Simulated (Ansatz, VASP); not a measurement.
**LiCl in VASP and in Ansatz**

```xyz
2
Lattice="0.0000 2.5421 2.5421 2.5421 0.0000 2.5421 2.5421 2.5421 0.0000" Properties=species:S:1:pos:R:3 pbc="T T T"
Li    0.0000    0.0000    0.0000
Cl    2.5421    2.5421    2.5421
```

Alike in both runs: task single point; functional LDA; k mesh 8 × 8 × 8; occupations gaussian, width 0.02 eV; no spin polarisation.

```csv
,VASP,Ansatz
version,VASP 6.6.1,Ansatz 0.2.0
potentials or method,"VASP PAW LDA potentials, release 64 (Li_sv, Cl), cutoff 520 eV","scalar-relativistic, plane waves, PAW"
valence electrons in the cell,10,10
```

```csv
,VASP,Ansatz,Ansatz less VASP
gap on the k mesh at the Fermi level (eV),6.16,6.15,-0.016
least direct gap on the mesh (eV),6.16,6.15,-0.016
```

Ansatz warns that its potentials were made for another functional, while VASP's fit it. LDA's correlation is that of Perdew and Zunger in VASP and of Perdew and Wang (1992) in Ansatz.

Noted on VASP's run: the cutoff is short for stress, so the pressure is rough.
